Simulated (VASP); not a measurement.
**AlCu: single point with PBEsol**

The system is AlCu.

```
Al Cu
1.0
     2.99751   -0.02998    0.00000
    -0.02998    2.99751    0.00000
     0.00000    0.00000    2.99751
Al Cu
1 1
Cartesian
  0.0000 0.0000 0.0000
  1.4838 1.4838 1.4988
```

This cell differs from its parent crystal: strain -0.0200 x Voigt [0, 0, 0, 0, 0, 1].

- Program: VASP 6.6.1
- Task: single point
- Functional: PBEsol
- Potentials or basis: VASP PAW PBE potentials, release 64 (Al, Cu)
- Cutoff: 520 eV
- k mesh: 16 × 16 × 16
- Occupations: gaussian, width 0.15 eV
- Spin: no spin polarisation

```
Pressure               : -4.4 GPa
Band gap on the k mesh : zero (band 7 reaches 12.72 eV, above the bottom of band 8 at 8.09 eV)
```

Stress tensor (GPa, compression positive):
```
-4.40  0.61  0.00
 0.61 -4.40  0.00
 0.00  0.00 -4.49
```

Levels at points of the mesh, in eV from the Fermi level:
| k point | band 4 | band 5 | band 6 | band 7 | band 8 | band 9 | band 10 | band 11 |
| --- | --- | --- | --- | --- | --- | --- | --- | --- |
| (0.00, 0.00, 0.00) | -3.89 | -3.87 | -3.85 | 3.76 | 3.83 | 3.91 | 6.32 | 6.32 |
| (0.50, 0.00, 0.00) | -4.30 | -4.30 | -3.82 | -3.13 | 7.17 | 8.05 | 8.09 | 8.48 |
| (0.50, 0.50, 0.00) | -4.18 | -3.82 | -3.58 | -3.49 | -0.87 | -0.09 | 10.10 | 12.73 |
| (0.00, 0.00, 0.50) | -4.33 | -4.27 | -3.82 | -3.13 | 7.22 | 7.97 | 8.14 | 8.48 |
| (0.50, 0.00, 0.50) | -4.19 | -3.70 | -3.70 | -3.49 | -0.84 | -0.13 | 10.08 | 12.79 |
| (0.50, 0.50, 0.50) | -3.47 | -3.47 | 0.64 | 0.72 | 0.87 | 1.86 | 2.09 | 2.18 |

Run time: 4 min on 1 thread of Intel(R) Xeon(R) Platinum 8259CL CPU @ 2.50GHz (Skylake/Cascade Lake) (shared host), peak memory 0.35 GiB.

Caveat: the cell differs from its parent crystal (strain -0.0200 x Voigt [0, 0, 0, 0, 0, 1]); the PAW data sets were made with another functional, which shifts forces and pressure a little.
